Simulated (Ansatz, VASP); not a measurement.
Two plane-wave programs on Te2Mo2Pt

INCAR

```
ALGO = Fast ; EDIFF = 1E-7
ENCUT = 520 ; GGA = PE
ISIF = 2 ; ISMEAR = 0
LASPH = T ; LCHARG = T
LELF = T ; LREAL = F
LVHAR = T ; LWAVE = F
NBANDS = 61 ; NELM = 60
PREC = Accurate ; SIGMA = 0.2
```

KPOINTS

```
k-points
0
Gamma
  6 4 4
```

POSCAR

```
Te2Mo2Pt
1.0
   -4.4644409584      0.0000000000      0.0000000000
    0.0000000000      0.0000000000     -7.6488624251
   -0.0000000001     -7.7326385673      0.0000000000
Te Mo Pt
4 4 2
Direct
    0.0000000000      0.2672354036      0.6666666667
    0.5000000000      0.2672354036      0.1666666667
    0.5000000000      0.7327645964      0.8333333333
    1.0000000000      0.7327645964      0.3333333333
    0.0000000000      0.9133321157      0.6666666667
    0.5000000000      0.9133321157      0.1666666667
    0.5000000000      0.0866678843      0.8333333333
    1.0000000000      0.0866678843      0.3333333333
    0.0000000000      0.0000000000      1.0000000000
    0.5000000000      0.0000000000      0.5000000000
```

Input for Ansatz:

```yaml
crystal:
  lattice:
    - [-4.4644409584, 0.0, 0.0]
    - [0.0, 0.0, -7.6488624251]
    - [-1.0e-10, -7.7326385673, 0.0]
  atoms:
    - { symbol: Te, position: [0.0, 0.2672354036, 0.6666666667] }
    - { symbol: Te, position: [0.5, 0.2672354036, 0.1666666667] }
    - { symbol: Te, position: [0.5, 0.7327645964, 0.8333333333] }
    - { symbol: Te, position: [1.0, 0.7327645964, 0.3333333333] }
    - { symbol: Mo, position: [0.0, 0.9133321157, 0.6666666667] }
    - { symbol: Mo, position: [0.5, 0.9133321157, 0.1666666667] }
    - { symbol: Mo, position: [0.5, 0.0866678843, 0.8333333333] }
    - { symbol: Mo, position: [1.0, 0.0866678843, 0.3333333333] }
    - { symbol: Pt, position: [0.0, 0.0, 1.0] }
    - { symbol: Pt, position: [0.5, 0.0, 0.5] }
basis:
  ecutwfc: 420
kpoints:
  mp_grid: { grid: [6, 4, 4] }
hamiltonian:
  xc: pbe
scf:
  occupations: { method: gaussian, width: 0.2 }
  lower_state_search: "off"
output:
  forces: true
  stress: true
  eigenvalues: true
```

Alike in both runs: task single point; functional PBE; k mesh 6 × 4 × 4; occupations gaussian, width 0.2 eV; no spin polarisation.

|  | VASP | Ansatz |
| --- | --- | --- |
| version | VASP 6.6.1 | Ansatz 0.2.0 |
| potentials or method | VASP PAW PBE potentials, release 64 (Te, Mo_sv, Pt), cutoff 520 eV | scalar-relativistic, plane waves, PAW |
| valence electrons in the cell | 100 | 156 |

VASP gave:

| Quantity | Value |
| --- | --- |
| gap on the k mesh at the Fermi level (eV) | none |
| pressure (GPa) | 0.0 |
| traceless stress, the component that is largest in VASP (GPa) | -0.19 |
| rms of the force components (eV/Å) | 0.009 |

Task: What did Ansatz give for the same quantities?

Result: gap on the k mesh at the Fermi level (eV): none; pressure (GPa): 0.0; traceless stress, the component that is largest in VASP (GPa): -0.15; rms of the force components (eV/Å): 0.011.

Atom by atom the forces differ by 0.003 eV/Å (rms over components). A gap of «none» marks a metal or a gap that the smearing closes. VASP's potentials hold 100 valence electrons a cell and Ansatz's 156, so a difference there can come from the potentials and not from the codes.

Neither program's run includes spin-orbit coupling.
